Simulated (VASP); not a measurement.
LiH, 2 atoms in the cell. It takes space group Fm-3m (No. 225, cubic). Conventional cell: a = 4.006 Å, b = 4.006 Å, c = 4.006 Å, α = 90.00°, β = 90.00°, γ = 90.00°. Li (site symmetry m-3m) has 6 H at 2.00 Å within 2.7 Å. Within 2.7 Å of H (site symmetry m-3m) lie 6 Li at 2.00 Å. 

| Quantity | Value |
| --- | --- |
| Program | VASP 6.6.1 |
| Task | single point |
| Functional | HSE06 |
| Potentials or basis | VASP PAW PBE potentials, release 64 (Li_sv, H) |
| Cutoff | 520 eV |
| k mesh | 8 × 8 × 8 |
| Occupations | gaussian, width 0.01 eV |
| Spin | no spin polarisation |
| Dipole correction | no |
| Grid for exact exchange (PRECFOCK) | Normal |
| Further INCAR settings | ALGO = Normal; EDIFF = 1e-06; NBANDS = 9 |
| Share of exact exchange | 0.25 |
| Screening parameter | 0.2079 1/Å |

Potentials or basis: VASP PAW PBE potentials, release 64 (Li_sv, H).

Command:

```sh
$ cat potpaw_PBE.64/Li_sv/POTCAR potpaw_PBE.64/H/POTCAR > POTCAR
$ cp INCAR.step1 INCAR
$ mpirun -np 1 vasp_std > vasp.out
$ cp INCAR.step2 INCAR
$ mpirun -np 1 vasp_std > vasp.out
```

Hardware: 1 thread of Intel(R) Xeon(R) Platinum 8259CL CPU @ 2.50GHz (Skylake/Cascade Lake) (shared host).

Question: Estimate the wall time of this run.

Answer: Wall time 2.9 min on 1 thread of Intel(R) Xeon(R) Platinum 8259CL CPU @ 2.50GHz (Skylake/Cascade Lake) (shared host), peak memory 0.24 GiB. Counts: k points 29.
